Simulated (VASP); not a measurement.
A run of VASP 6.6.1 is set up as follows.

The input INCAR:

```
PREC = Accurate ; ENCUT = 560
EDIFF = 1E-6 ; ISMEAR = 0
SIGMA = 0.2 ; LREAL = F
LASPH = T ; NELM = 120
ALGO = Normal ; ISIF = 2
LWAVE = F ; LCHARG = T
GGA = PE ; LELF = T
LVHAR = T ; NBANDS = 30
GGA_COMPAT = F
```

File KPOINTS:

```
Automatic mesh
0
Gamma
  4 4 3
```

File POSCAR:

```
Si3IrRu
1.0
    2.2834258092     -2.2833495473      0.0000000000
    2.2834258092      2.2833495473      0.0000000000
    0.0000000000      0.0000000000      7.5954456542
Si Ru Ir
3 1 1
Direct
    0.5000000000      0.5000000000      0.3236608988
    0.5000000000      0.5000000000      0.6763391012
    0.0000000000      0.0000000000      0.0000000000
    0.0000000000      0.0000000000      0.5000000000
    0.5000000000      0.5000000000      0.0000000000
```

Potentials or basis: VASP PAW PBE potentials, release 64 (Si, Ru_sv, Ir_sv_GW).

Command:

```bash
$ cat potpaw_PBE.64/Si/POTCAR potpaw_PBE.64/Ru_sv/POTCAR potpaw_PBE.64/Ir_sv_GW/POTCAR > POTCAR
$ mpirun -np 1 vasp_std > vasp.out
```

Estimate the pressure.

-0.4 GPa.

Predict the band gap on the k mesh.

zero (an odd number of electrons rules out a gap without spin polarisation).

What does it give for the largest force?

0.009 eV/Å.

Forces in eV/Å, atoms in the order of the input:
```
Si   0.000  0.000  0.009
Si   0.000  0.000 -0.009
Si   0.000  0.000  0.000
Ru   0.000  0.000  0.000
Ir   0.000  0.000  0.000
```

Caveat: the k points lie up to 0.49 Å⁻¹ apart, too coarse for converged energies and pressures of a metal; spin-orbit coupling is left out, which moves the levels of the heavy elements; an odd number of electrons without spin polarisation forces a metal; a magnetic or distorted state may lie lower.
